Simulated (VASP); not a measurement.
Runs of VASP 6.6.1 on CoSi2. Symmetry: Fm-3m, No. 225, cubic system. The conventional cell has a = 5.356 Å, b = 5.356 Å, c = 5.356 Å, α = 90.00°, β = 90.00°, γ = 90.00°. Within 3.1 Å of Co (site symmetry m-3m) lie 8 Si at 2.32 Å. Si (site symmetry -43m) has 4 Co at 2.32 Å and 6 Si at 2.68 Å within 3.1 Å. 

```tsv
spin	fixed moment (μB)	pressure (GPa)	moment (μB)
collinear, ferromagnetic start	1.57	(b)	1.57
collinear, zero start	0.0	0.3	0.00
collinear, ferromagnetic start	0.22	0.5	0.22
collinear, ferromagnetic start	0.9	3.6	0.90
collinear, ferromagnetic start	1.35	8.0	1.35
collinear, ferromagnetic start	0.67	(a)	0.67
collinear, ferromagnetic start	0.45	1.0	0.45
collinear, ferromagnetic start	1.8	12.8	1.80
```

Alike in all rows: task single point; level PBE; potentials or basis VASP PAW PBE potentials, release 64 (Co, Si); cell as given; k mesh 10 × 10 × 10; cutoff (eV) 520; smearing fermi-dirac 0.1 eV.

Problem. Fill in the values left out.

Solution. (a) 1.7; (b) 10.2.

Caveats: the total moment is fixed, so each spin has its own Fermi level; the cell stands under pressure (at least some runs).
